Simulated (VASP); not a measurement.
# W (Fm-3m) in VASP: notebook

Runs on W. Level: revPBE. Tasks: single point.

Program: VASP 6.6.1. These are calculated values, not measurements. Logs are shortened: lines on timing, memory, paths and dates and some standing lists are left out, and cuts for length are marked.

## Step 1: The cell of the first run

The structure is cubic, space group Fm-3m (No. 225). Conventional cell: a = 4.050 Å, b = 4.050 Å, c = 4.050 Å, α = 90.00°, β = 90.00°, γ = 90.00°. Within 3.8 Å of W (site symmetry m-3m) lie 12 W at 2.86 Å.

## Step 2: Single point, revPBE

INCAR

```
  PREC = Accurate
  ENCUT = 520
  EDIFF = 1E-6
  ISMEAR = -1
  SIGMA = 0.1
  LREAL = F
  LASPH = T
  NELM = 80
  ALGO = Normal
  ISIF = 2
  LWAVE = F
  LCHARG = F
  GGA = RE
  NBANDS = 13
```

KPOINTS

```
Automatic mesh
0
Gamma
  15 15 15
```

POSCAR

```
W
1.0
    0.0000000000      2.0251994825      2.0251994825
    2.0251994825      0.0000000000      2.0251994825
    2.0251994825      2.0251994825      0.0000000000
W
1
Direct
    0.0000000000      0.0000000000      0.0000000000
```

Potentials or basis: VASP PAW PBE potentials, release 64 (W_sv).

Command:

```
cat potpaw_PBE.64/W_sv/POTCAR > POTCAR
mpirun -np 1 vasp_std > vasp.out
```

OUTCAR:

```text
PREC = Accurate
   ENCUT = 520
   EDIFF = 1E-6
   ISMEAR = -1
   LREAL = F
   LASPH = T
   NELM = 80
   ISIF = 2
   GGA = RE

 ion  position               nearest neighbor table
   1  0.000  0.000  0.000-

  LATTYP: Found a face centered cubic cell.
 ALAT       =     4.0503989650

  Lattice vectors:

 A1 = (   0.0000000000,   2.0251994825,   2.0251994825)
 A2 = (   2.0251994825,   0.0000000000,   2.0251994825)
 A3 = (   2.0251994825,   2.0251994825,   0.0000000000)

Analysis of symmetry for initial positions (statically):
=====================================================================
 Subroutine PRICEL returns:
 Original cell was already a primitive cell.

 Routine SETGRP: Setting up the symmetry group for a
 face centered cubic supercell.

 Subroutine GETGRP returns: Found 48 space group operations
 (whereof 48 operations were pure point group operations)
 out of a pool of 48 trial point group operations.

The static configuration has the point symmetry O_h .

Analysis of symmetry for dynamics (positions and initial velocities):
=====================================================================
 Subroutine PRICEL returns:
 Original cell was already a primitive cell.

 Routine SETGRP: Setting up the symmetry group for a
 face centered cubic supercell.

 Subroutine GETGRP returns: Found 48 space group operations
 (whereof 48 operations were pure point group operations)
 out of a pool of 48 trial point group operations.

The dynamic configuration has the point symmetry O_h .

 Subroutine INISYM returns: Found 48 space group operations
 (whereof 48 operations are pure point group operations),
 and found     1 'primitive' translations

----------------------------------------------------------------------------------------

                                     Primitive cell

  volume of cell :      16.6124

  direct lattice vectors                    reciprocal lattice vectors
     0.000000000  2.025199483  2.025199483    -0.246889259  0.246889259  0.246889259
     2.025199483  0.000000000  2.025199483     0.246889259 -0.246889259  0.246889259
     2.025199483  2.025199483  0.000000000     0.246889259  0.246889259 -0.246889259

  length of vectors
     2.864064575  2.864064575  2.864064575     0.427624741  0.427624741  0.427624741

  position of ions in fractional coordinates (direct lattice)
     0.000000000  0.000000000  0.000000000

  ion indices of the primitive-cell ions
   primitive index   ion index
                 1           1

----------------------------------------------------------------------------------------

 KPOINTS: Automatic mesh

Automatic generation of k-mesh.
 Grid dimensions read from file:
 generate k-points for:   15   15   15

 Generating k-lattice:

  Cartesian coordinates                     Fractional coordinates (reciprocal lattice)
    -0.016459284  0.016459284  0.016459284     0.066666667  0.000000000  0.000000000
     0.016459284 -0.016459284  0.016459284     0.000000000  0.066666667  0.000000000
     0.016459284  0.016459284 -0.016459284     0.000000000  0.000000000  0.066666667

  Length of vectors
     0.028508316  0.028508316  0.028508316

  Shift w.r.t. Gamma in fractional coordinates (k-lattice)
     0.000000000  0.000000000  0.000000000

 Subroutine IBZKPT returns following result:
 ===========================================

 Found    120 irreducible k-points:

 Following reciprocal coordinates:
            Coordinates               Weight
  0.000000  0.000000  0.000000      1.000000
  0.066667  0.000000  0.000000      8.000000
  0.133333  0.000000  0.000000      8.000000
  0.200000  0.000000  0.000000      8.000000
  0.266667  0.000000  0.000000      8.000000
  0.333333  0.000000  0.000000      8.000000
[... 16 lines left out ...]
  0.133333  0.133333  0.000000      6.000000
  0.200000  0.133333  0.000000     24.000000
 [... further k-points ...]
   k-points           NKPTS =    120   k-points in BZ     NKDIM =    120   number of bands    NBANDS=     13
   number of dos      NEDOS =    301   number of ions     NIONS =      1
   total plane-waves  NPLWV =  13824
   dimension x,y,z NGX =    24 NGY =   24 NGZ =   24
   dimension x,y,z NGXF=    48 NGYF=   48 NGZF=   48
   ions per type =               1
   NGX,Y,Z   is equivalent  to a cutoff of  13.93, 13.93, 13.93 a.u.
   NGXF,Y,Z  is equivalent  to a cutoff of  27.86, 27.86, 27.86 a.u.
 SYSTEM =  unknown system
   PREC   = accura    normal or accurate (medium, high low for compatibility)
   ISTART =      0    job   : 0-new  1-cont  2-samecut
   ICHARG =      2    charge: 1-file 2-atom 10-const
   ISPIN  =      1    spin polarized calculation?
   LNONCOLLINEAR =      F non collinear calculations
   LSORBIT =      F    spin-orbit coupling
   LASPH  =      T    aspherical Exc in radial PAW
   ENCUT  =  520.0 eV  38.22 Ry    6.18 a.u.   5.33  5.33  5.33*2*pi/ulx,y,z
   NELM   =     80;   NELMIN=  2; NELMDL= -5     # of ELM steps
   EDIFF  = 0.1E-05   stopping-criterion for ELM
   LREAL  =      F    real-space projection
   EDIFFG = 0.1E-04   stopping-criterion for IOM
   NSW    =      0    number of steps for IOM
   IBRION =     -1    ionic relax: 0-MD 1-quasi-New 2-CG
   NFREE  =      0    steps in history (QN), initial steepest desc. (CG)
   ISIF   =      2    stress and relaxation
   ISYM   =      2    0-nonsym 1-usesym 2-fastsym
   POTIM  = 0.5000    time-step for ionic-motion
   TEBEG  =    0.0;   TEEND  =   0.0 temperature during run
   PSTRESS=    0.0 pullay stress
   NELECT =      14.0000    total number of electrons
   NUPDOWN=      -1.0000    fix difference up-down
   EMIN   =  10.00;   EMAX   =-10.00  energy-range for DOS
   EFERMI =   0.00;   METHOD = LEGACY
   ISMEAR =    -1;   SIGMA  =   0.10  broadening in eV -4-tet -1-fermi 0-gaus
   EFERMI_NEDOS =   21; number of points for ismear=-14 and -15
   IALGO  =     38    algorithm
   IMIX   =      4    mixing-type and parameters
     AMIX     =   0.40;   BMIX     =  1.00
     AMIX_MAG =   1.60;   BMIX_MAG =  1.00
  volume/ion in A,a.u.               =      16.61       112.11
  Fermi-wavevector in a.u.,A,eV,Ry     =   1.546345  2.922168 32.534014  2.391183
  Thomas-Fermi vector in A             =   2.651594
   LORBIT       =      0    0 simple, 1 ext, 2 COOP (PROOUT), +10 PAW based schemes
   GGA     = RE    functional components
   LHFCALC =     F    Hartree Fock is set to
   AEXX    =    0.0000 exact exchange contribution
   IVDW    =     0    specifies the selected vdW correction
   LEPSILON=     F    determine dielectric tensor
   LRPA    =     F    only Hartree local field effects (RPA)
 non-spin polarized calculation
  energy-cutoff  :      520.00
  volume of cell :       16.61
 maximum number of plane-waves:       460
 NGX is ok and might be reduce to    24
   NGX = 11   NGY = 11   NGZ = 11

 number of electron      14.0000002 magnetization

 Free energy of the ion-electron system (eV)
  ---------------------------------------------------
  ext. energy  EPLUGINS =         0.00000000
  ---------------------------------------------------
  free energy    TOTEN  =       -12.05508251 eV

  energy without entropy =      -12.01587441  energy(sigma->0) =      -12.03547846

 E-fermi :  10.4058     XC(G=0): -13.3286

 val. band max:       10.3850567058   @ k =   0.2000   0.1333   0.0667
 cond. band min:      10.4251642349   @ k =   0.2000   0.0667   0.0000
 fundamental gap:      0.0401075291
 Fermi energy:        10.4058133463

 k-point     1 :       0.0000    0.0000    0.0000
  band No.  band energies     occupation
      1     -63.3302      2.00000
      2     -26.9748      2.00000
      3     -26.9748      2.00000
      4     -26.9748      2.00000
      5       1.4547      2.00000
      6       9.8475      1.99250
      7       9.8475      1.99250
      8       9.8475      1.99250
      9      12.9272      0.00000
     10      12.9272      0.00000
     11      23.1252      0.00000
     12      28.3020      0.00000
     13      28.3020      0.00000

 k-point     2 :       0.0667    0.0000    0.0000
  band No.  band energies     occupation
      1     -63.3259      2.00000
      2     -27.0254      2.00000
      3     -26.9813      2.00000
      4     -26.9813      2.00000
      5       1.6468      2.00000
      6       9.6985      1.99831
      7       9.9371      1.98174
      8       9.9371      1.98174
      9      12.8458      0.00000
     10      12.8458      0.00000
     11      23.5114      0.00000
     12      27.4656      0.00000
     13      28.6624      0.00000

 k-point     3 :       0.1333    0.0000    0.0000
  band No.  band energies     occupation
      1     -63.3137      2.00000
      2     -27.1668      2.00000
      3     -26.9996      2.00000
      4     -26.9996      2.00000
      5       2.1936      2.00000
      6       9.3377      1.99995
      7      10.1529      1.85238
      8      10.1529      1.85238
      9      12.6908      0.00000
     10      12.6908      0.00000
     11      24.4616      0.00000
     12      26.1047      0.00000
     13      29.6929      0.00000

 k-point     4 :       0.2000    0.0000    0.0000
  band No.  band energies     occupation
      1     -63.2957      2.00000
      2     -27.3706      2.00000
      3     -27.0264      2.00000
      4     -27.0264      2.00000
      5       2.9963      2.00000
      6       8.9704      2.00000
      7      10.3153      1.42392
      8      10.3153      1.42392
      9      12.7174      0.00000
     10      12.7174      0.00000
     11      24.2228      0.00000
     12      26.3433      0.00000
     13      31.2700      0.00000

 k-point     5 :       0.2667    0.0000    0.0000
  band No.  band energies     occupation
      1     -63.2750      2.00000
      2     -27.5984      2.00000
      3     -27.0570      2.00000
      4     -27.0570      2.00000
      5       3.8567      2.00000
      6       8.8551      2.00000
      7      10.2402      1.67950
      8      10.2402      1.67950
      9      13.1624      0.00000
     10      13.1624      0.00000
     11      23.0780      0.00000
     12      27.0311      0.00000
     13      32.9893      0.00000
[... 257 lines left out ...]
 k-point    22 :      -0.0667    0.0667    0.0000
  band No.  band energies     occupation
      1     -63.3190      2.00000
      2     -27.0956      2.00000
      3     -27.0106      2.00000
      4     -26.9836      2.00000
      5       1.9583      2.00000
      6       9.4525      1.99986
      7      10.0665      1.93500
      8      10.1086      1.90261
      9      12.5333      0.00000
     10      12.9366      0.00000
     11      24.1150      0.00000
     12      26.7831      0.00000
     13      28.6664      0.00000

 k-point    23 :       0.1333    0.1333    0.0000
  band No.  band energies     occupation
      1     -63.3083      2.00000
      2     -27.1614      2.00000
      3     -27.0420      2.00000
      4     -27.0420      2.00000
      5       2.4432      2.00000
      6       8.9440      2.00000
      7      10.4572      0.74865
      8      10.4572      0.74865
      9      11.8000      0.00000
     10      13.2631      0.00000
     11      25.0751      0.00000
     12      27.1721      0.00000
     13      28.9201      0.00000

 k-point    24 :       0.2000    0.1333    0.0000
  band No.  band energies     occupation
      1     -63.2949      2.00000
      2     -27.2942      2.00000
      3     -27.0760      2.00000
      4     -27.0669      2.00000
      5       3.0548      2.00000
      6       8.5546      2.00000
      7      10.6162      0.21748
      8      10.7573      0.05781
      9      11.5460      0.00002
     10      13.4336      0.00000
     11      26.0436      0.00000
     12      26.5100      0.00000
     13      29.3952      0.00000

 [... further k-points ...]

------------------------ aborting loop because EDIFF is reached ----------------------------------------

  FORCE on cell =-STRESS in cart. coord.  units (eV):
  Direction    XX          YY          ZZ          XY          YZ          ZX
  --------------------------------------------------------------------------------------
  -------------------------------------------------------------------------------------
  Total        0.0224993      0.0224993      0.0224993     -0.0000000     -0.0000000      0.0000000
  in kB        2.1699280      2.1699280      2.1699280     -0.0000000     -0.0000000      0.0000000
  external PRESSURE =       2.1699280 kB  Pullay stress =       0.0000000 kB

 VOLUME and BASIS-vectors are now :
 -----------------------------------------------------------------------------
  energy-cutoff  :      520.00
  volume of cell :       16.61
      direct lattice vectors                 reciprocal lattice vectors
     0.000000000  2.025199483  2.025199483    -0.246889259  0.246889259  0.246889259
     2.025199483  0.000000000  2.025199483     0.246889259 -0.246889259  0.246889259
     2.025199483  2.025199483  0.000000000     0.246889259  0.246889259 -0.246889259

 POSITION                                       TOTAL-FORCE (eV/Angst)
 -----------------------------------------------------------------------------------
      0.00000      0.00000      0.00000         0.000000      0.000000      0.000000
 -----------------------------------------------------------------------------------
    total drift:                                0.000000     -0.000000     -0.000000

  FREE ENERGIE OF THE ION-ELECTRON SYSTEM (eV)
  ---------------------------------------------------
  free  energy   TOTEN  =       -12.0550825148 eV

  energy  without entropy=      -12.0158744126  energy(sigma->0) =      -12.03547846
```

It took 25 s on 1 thread of Intel Xeon 8259CL, shared host; peak memory 0.16 GiB.

What came out:

| Item | Value |
| --- | --- |
| Free energy | -12.0551 eV |
| Pressure | 0.2 GPa |
| Band gap on the k mesh | zero (band 7 reaches 13.13 eV, above the bottom of band 8 at 9.85 eV) |

Caveat: the PAW data sets were made with another functional, which shifts forces and pressure a little; spin-orbit coupling is left out, which moves the levels of the heavy elements.

## Step 3: Single point, revPBE (volume scaled by 1.04)

INCAR

```
SYSTEM = W
PREC = Accurate
ENCUT = 520
EDIFF = 1E-7
ISMEAR = -1
SIGMA = 0.1
LREAL = .False.
LASPH = .True.
NELM = 100
ALGO = Normal
ISIF = 2
LWAVE = .False.
LCHARG = .False.
GGA = RE
NBANDS = 13
```

KPOINTS

```
Automatic mesh
0
Gamma
  15 15 15
  0 0 0
```

POSCAR

```
W
1.0
    0.0000000000      2.0518499003      2.0518499003
    2.0518499003      0.0000000000      2.0518499003
    2.0518499003      2.0518499003      0.0000000000
W
1
Direct
    0.0000000000      0.0000000000      0.0000000000
```

Potentials or basis: VASP PAW PBE potentials, release 64 (W_sv).

Command:

```
cat potpaw_PBE.64/W_sv/POTCAR > POTCAR
mpirun -np 1 vasp_std > vasp.out
```

Wall time 36 s (1 thread of Intel Xeon 8259CL, shared host); peak memory 0.16 GiB.

Results (log left out):

```yaml
Free_energy: -12.0347 eV
Pressure: -9.9 GPa
Band_gap_on_the_k_mesh: zero (band 7 reaches 12.41 eV, above the bottom of band 8 at 9.37 eV)
```

Levels at points of the mesh, in eV from the Fermi level:
| k point | band 3 | band 4 | band 5 | band 6 | band 7 | band 8 | band 9 | band 10 | band 11 | band 12 |
| --- | --- | --- | --- | --- | --- | --- | --- | --- | --- | --- |
| (0.00, 0.00, 0.00) | -37.51 | -37.51 | -8.75 | -0.52 | -0.52 | -0.52 | 2.39 | 2.39 | 12.66 | 17.65 |

Caveat: the PAW data sets were made with another functional, which shifts forces and pressure a little; spin-orbit coupling is left out, which moves the levels of the heavy elements.

## Step 4: Single point, revPBE (volume scaled by 1.08)

INCAR

```
  PREC = Accurate
  ENCUT = 520
  EDIFF = 1E-6
  ISMEAR = -1
  SIGMA = 0.1
  LREAL = F
  LASPH = T
  NELM = 80
  ALGO = Normal
  ISIF = 2
  LWAVE = F
  LCHARG = F
  GGA = RE
  NBANDS = 13
```

KPOINTS

```
regular mesh
0
Gamma
  15 15 15
```

POSCAR

```
W
1.0
    0.0000000000      2.0778254414      2.0778254414
    2.0778254414      0.0000000000      2.0778254414
    2.0778254414      2.0778254414      0.0000000000
W
1
Direct
    0.0000000000      0.0000000000      0.0000000000
```

Command:

```
cat potpaw_PBE.64/W_sv/POTCAR > POTCAR
mpirun -np 1 vasp_std > vasp.out
```

Run time: 34 s. Hardware: 1 thread of Intel Xeon 8259CL, shared host; peak memory 0.16 GiB.

It converged, with:

* Free energy: -11.9766 eV
* Pressure: -18.0 GPa
* Band gap on the k mesh: zero (band 7 reaches 11.76 eV, above the bottom of band 8 at 8.91 eV)

Levels at points of the mesh, in eV from the Fermi level:
| k point | band 3 | band 4 | band 5 | band 6 | band 7 | band 8 | band 9 | band 10 | band 11 | band 12 |
| --- | --- | --- | --- | --- | --- | --- | --- | --- | --- | --- |
| (0.00, 0.00, 0.00) | -37.63 | -37.63 | -8.55 | -0.49 | -0.49 | -0.49 | 2.27 | 2.27 | 12.60 | 17.41 |

Caveat: the PAW data sets were made with another functional, which shifts forces and pressure a little; spin-orbit coupling is left out, which moves the levels of the heavy elements.

## Step 5: Single point, revPBE (volume scaled by 1.12)

INCAR

```
SYSTEM = W
PREC = Accurate ; ENCUT = 520
EDIFF = 1E-6 ; ISMEAR = -1
SIGMA = 0.1 ; LREAL = .False.
LASPH = .True. ; NELM = 60
ALGO = Normal ; ISIF = 2
LWAVE = .False. ; LCHARG = .False.
GGA = RE ; NBANDS = 13
```

KPOINTS

```
Automatic mesh
0
Gamma
  15 15 15
  0 0 0
```

POSCAR

```
W
1.0
    0.0000000000      2.1031672736      2.1031672736
    2.1031672736      0.0000000000      2.1031672736
    2.1031672736      2.1031672736      0.0000000000
W
1
Direct
    0.0000000000      0.0000000000      0.0000000000
```

Command:

```
cat potpaw_PBE.64/W_sv/POTCAR > POTCAR
mpirun -np 1 vasp_std > vasp.out
```

Wall time 34 s (1 thread of Intel Xeon 8259CL, shared host); peak memory 0.16 GiB.

It converged, with:

```yaml
Free_energy: -11.8878 eV
Pressure: -24.7 GPa
Band_gap_on_the_k_mesh: zero (band 7 reaches 11.16 eV, above the bottom of band 8 at 8.48 eV)
```

Levels at points of the mesh, in eV from the Fermi level:
| k point | band 3 | band 4 | band 5 | band 6 | band 7 | band 8 | band 9 | band 10 | band 11 | band 12 |
| --- | --- | --- | --- | --- | --- | --- | --- | --- | --- | --- |
| (0.00, 0.00, 0.00) | -37.74 | -37.74 | -8.36 | -0.46 | -0.46 | -0.46 | 2.15 | 2.15 | 12.54 | 17.17 |

Caveat: the PAW data sets were made with another functional, which shifts forces and pressure a little; spin-orbit coupling is left out, which moves the levels of the heavy elements.

## Step 6: The runs side by side

| cell | gap on the mesh (eV) | pressure (GPa) |
| --- | --- | --- |
| a = 2.864 Å, angles 60.0°, 1 atom | none | 0.2 |
| a = 2.902 Å, angles 60.0°, 1 atom | none | -9.9 |
| a = 2.938 Å, angles 60.0°, 1 atom | none | -18.0 |
| a = 2.974 Å, angles 60.0°, 1 atom | none | -24.7 |

Alike in all rows: task single point; level revPBE; potentials or basis VASP PAW PBE potentials, release 64 (W_sv); no spin polarisation; k mesh 15 × 15 × 15; cutoff (eV) 520; smearing fermi-dirac 0.1 eV.

Caveats: the PAW data sets were made with another functional, which shifts forces and pressure a little; spin-orbit coupling is left out, which moves the levels of the heavy elements.

Total energies depend on the potentials used, so only differences within one code and one set of settings carry meaning.
